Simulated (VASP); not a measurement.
# Pt (P6/mmm) in VASP: a series of runs

Pt is run at these levels: PBE; tasks: single point, relaxation of cell and atoms.

Program: VASP 6.6.1. These are calculated values, not measurements. Logs are shortened: lines on timing, memory, paths and dates and some standing lists are left out, and cuts for length are marked.

### Step 1. The cell of the first run

It takes space group P6/mmm (No. 191, hexagonal). The conventional cell has a = 4.595 Å, b = 4.595 Å, c = 2.734 Å, α = 90.00°, β = 90.00°, γ = 120.00°. Pt (site symmetry 6/mmm) has 14 Pt at 2.73 to 2.98 Å within 3.6 Å. Pt (site symmetry -6m2) has 11 Pt at 2.65 to 2.98 Å within 3.5 Å.

This isn't the form of Pt at room conditions, which is fcc.

### Step 2. Single point, PBE, collinear spin (16.67 Å³/atom)

The input, INCAR:

```
SYSTEM = Pt
ALGO = Normal
EDIFF = 1E-6
ENCUT = 520
GGA = PE
ISIF = 2
ISMEAR = -1
ISPIN = 2
LASPH = .True.
LCHARG = .False.
LMAXMIX = 4
LORBIT = 11
LREAL = .False.
LWAVE = .False.
MAGMOM = 1 1 1
NBANDS = 26
NELM = 150
PREC = Accurate
SIGMA = 0.05
```

The input, KPOINTS:

```
k-points
0
Gamma
  11 11 15
  0 0 0
```

The input, POSCAR:

```
Pt
1.0
    4.5953422681      0.0000000000      0.0000000000
   -2.2976711341      3.9796831433      0.0000000000
    0.0000000000      0.0000000000      2.7342981209
Pt
3
Direct
    1.0000000000      0.0000000000      1.0000000000
    0.3333333333      0.6666666667      0.5000000000
    0.6666666667      0.3333333333      0.5000000000
```

Potentials or basis: VASP PAW PBE potentials, release 64 (Pt).

The run is started by

```bash
$ cat potpaw_PBE.64/Pt/POTCAR > POTCAR
$ mpirun -np 1 vasp_std > vasp.out
```

OUTCAR:

```text
SYSTEM = Pt
   EDIFF = 1E-6
   ENCUT = 520
   GGA = PE
   ISIF = 2
   ISMEAR = -1
   ISPIN = 2
   LASPH = .True.
   LORBIT = 11
   LREAL = .False.
   NELM = 150
   PREC = Accurate

 ion  position               nearest neighbor table
   1  0.000  0.000  0.000-   2 2.98   3 2.98   2 2.98   3 2.98   3 2.98   3 2.98   2 2.98   2 2.98
                             3 2.98   3 2.98   2 2.98   2 2.98
   2  0.333  0.667  0.500-   3 2.65   3 2.65   3 2.65   1 2.98   1 2.98   1 2.98   1 2.98   1 2.98
                             1 2.98
   3  0.667  0.333  0.500-   2 2.65   2 2.65   2 2.65   1 2.98   1 2.98   1 2.98   1 2.98   1 2.98
                             1 2.98

  LATTYP: Found a hexagonal cell.
 ALAT       =     4.5953422681
 C/A-ratio  =     0.5950151178

  Lattice vectors:

 A1 = (   4.5953422681,   0.0000000000,   0.0000000000)
 A2 = (  -2.2976711341,   3.9796831433,   0.0000000000)
 A3 = (   0.0000000000,   0.0000000000,   2.7342981209)

Analysis of symmetry for initial positions (statically):
=====================================================================
 Subroutine PRICEL returns:
 Original cell was already a primitive cell.

 Routine SETGRP: Setting up the symmetry group for a
 hexagonal supercell.

 Subroutine GETGRP returns: Found 24 space group operations
 (whereof 24 operations were pure point group operations)
 out of a pool of 24 trial point group operations.

The static configuration has the point symmetry D_6h.

Analysis of symmetry for dynamics (positions and initial velocities):
=====================================================================
 Subroutine PRICEL returns:
 Original cell was already a primitive cell.

 Routine SETGRP: Setting up the symmetry group for a
 hexagonal supercell.

 Subroutine GETGRP returns: Found 24 space group operations
 (whereof 24 operations were pure point group operations)
 out of a pool of 24 trial point group operations.

The dynamic configuration has the point symmetry D_6h.

Analysis of structural, dynamic, and magnetic symmetry:
=====================================================================
 Subroutine PRICEL returns:
 Original cell was already a primitive cell.

 Routine SETGRP: Setting up the symmetry group for a
 hexagonal supercell.

 Subroutine GETGRP returns: Found 24 space group operations
 (whereof 24 operations were pure point group operations)
 out of a pool of 24 trial point group operations.

The overall configuration has the point symmetry D_6h.

 Subroutine INISYM returns: Found 24 space group operations
 (whereof 24 operations are pure point group operations),
 and found     1 'primitive' translations

[... 122 lines left out ...]
   LHFCALC =     F    Hartree Fock is set to
   AEXX    =    0.0000 exact exchange contribution
   IVDW    =     0    specifies the selected vdW correction
   LEPSILON=     F    determine dielectric tensor
   LRPA    =     F    only Hartree local field effects (RPA)
 spin polarized calculation
  energy-cutoff  :      520.00
  volume of cell :       50.00
 maximum number of plane-waves:      1373
 NGX is ok and might be reduce to    36
   NGX = 17   NGY = 17   NGZ = 11

 number of electron      29.9999995 magnetization       0.0022045

 Free energy of the ion-electron system (eV)
  ---------------------------------------------------
  ext. energy  EPLUGINS =         0.00000000
  ---------------------------------------------------
  free energy    TOTEN  =       -17.82985268 eV

  energy without entropy =      -17.77746644  energy(sigma->0) =      -17.80365956

 E-fermi :   9.3833     XC(G=0): -12.8804

 val. band max:        9.3806203085   @ k =   0.4545   0.0909   0.0667
 cond. band min:       9.3887813038   @ k =   0.3636   0.2727   0.2000
 fundamental gap:      0.0081609953
 Fermi energy:         9.3833254935

 spin component 1

 k-point     1 :       0.0000    0.0000    0.0000
  band No.  band energies     occupation
      1       0.3101      1.00000
      2       3.5589      1.00000
      3       4.9539      1.00000
      4       5.6534      1.00000
      5       5.6534      1.00000
      6       5.6555      1.00000
[... 685 lines left out ...]
     25      26.2908      0.00000
     26      27.3102      0.00000

 [... further k-points ...]

 spin component 2

 k-point     1 :       0.0000    0.0000    0.0000
  band No.  band energies     occupation
      1       0.3102      1.00000
      2       3.5592      1.00000
      3       4.9541      1.00000
      4       5.6537      1.00000
      5       5.6537      1.00000
      6       5.6560      1.00000
[... 685 lines left out ...]
     25      26.2908      0.00000
     26      27.3103      0.00000

 [... further k-points ...]

------------------------ aborting loop because EDIFF is reached ----------------------------------------

  FORCE on cell =-STRESS in cart. coord.  units (eV):
  Direction    XX          YY          ZZ          XY          YZ          ZX
  --------------------------------------------------------------------------------------
  -------------------------------------------------------------------------------------
  Total       -2.7374836     -2.7374836     -2.7348913      0.0000000      0.0000000      0.0000000
  in kB      -87.7101558    -87.7101558    -87.6270967      0.0000000      0.0000000      0.0000000
  external PRESSURE =     -87.6824695 kB  Pullay stress =       0.0000000 kB

 VOLUME and BASIS-vectors are now :
 -----------------------------------------------------------------------------
  energy-cutoff  :      520.00
  volume of cell :       50.00
      direct lattice vectors                 reciprocal lattice vectors
     4.595342268  0.000000000  0.000000000     0.217611647  0.125638143  0.000000000
    -2.297671134  3.979683143  0.000000000     0.000000000  0.251276286  0.000000000
     0.000000000  0.000000000  2.734298121     0.000000000  0.000000000  0.365724568

 POSITION                                       TOTAL-FORCE (eV/Angst)
 -----------------------------------------------------------------------------------
      0.00000      0.00000      0.00000        -0.000000      0.000000     -0.000000
     -0.00000      2.65312      1.36715        -0.000000     -0.000000      0.000000
      2.29767      1.32656      1.36715         0.000000      0.000000     -0.000000
 -----------------------------------------------------------------------------------
    total drift:                                0.000000      0.000000     -0.000000

  FREE ENERGIE OF THE ION-ELECTRON SYSTEM (eV)
  ---------------------------------------------------
  free  energy   TOTEN  =       -17.8298526803 eV

  energy  without entropy=      -17.7774664394  energy(sigma->0) =      -17.80365956

 total charge

# of ion       s       p       d       tot
------------------------------------------
    1        0.567   0.454   8.010   9.031
    2        0.628   0.517   7.994   9.139
    3        0.628   0.517   7.994   9.139
--------------------------------------------------
tot          1.823   1.488  23.998  27.309

 magnetization (x)

# of ion       s       p       d       tot
------------------------------------------
    1        0.000   0.000   0.001   0.001
    2        0.000   0.000   0.001   0.001
    3        0.000   0.000   0.001   0.001
--------------------------------------------------
tot          0.000   0.000   0.002   0.002
```

stdout:

```text
POSCAR found type information on POSCAR Pt
 POSCAR found :  1 types and       3 ions
 scaLAPACK will be used
 LDA part: xc-table for (Slater+PW92), standard interpolation
 POSCAR, INCAR and KPOINTS ok, starting setup
 FFT: planning ... GRIDC
 FFT: planning ... GRID_SOFT
 FFT: planning ... GRID
 WAVECAR not read
 entering main loop
```

Wall time 2 min (1 thread of Intel Xeon 6975P-C (Granite Rapids), shared host); peak memory 0.34 GiB.

What came out:

```yaml
Free_energy: -17.8299 eV
Pressure: -8.8 GPa
Band_gap_on_the_k_mesh: zero (filled and empty bands overlap)
Net_moment: 0.00 μB per cell
Valence_electrons_inside_the_program's_atomic_spheres: Pt 9.03, 9.14 (each value once)
```

Levels at points of the mesh, in eV from the Fermi level:
Spin up:
| k point | band 12 | band 13 | band 14 | band 15 | band 16 | band 17 | band 18 | band 19 |
| --- | --- | --- | --- | --- | --- | --- | --- | --- |
| (0.00, 0.00, 0.00) | -1.76 | -1.63 | -1.63 | 0.29 | 0.29 | 4.70 | 5.61 | 7.02 |
Spin down:
```
           k point  band 11  band 12  band 13  band 14  band 15  band 16  band 17  band 18  band 19  band 20
(0.00, 0.00, 0.00)    -1.76    -1.76    -1.63    -1.63     0.30     0.30     4.70     5.61     7.02     7.02
```

Caveat: the cell stands under tension; spin-orbit coupling is left out, which moves the levels of the heavy elements.

[end of part 1 of 2]
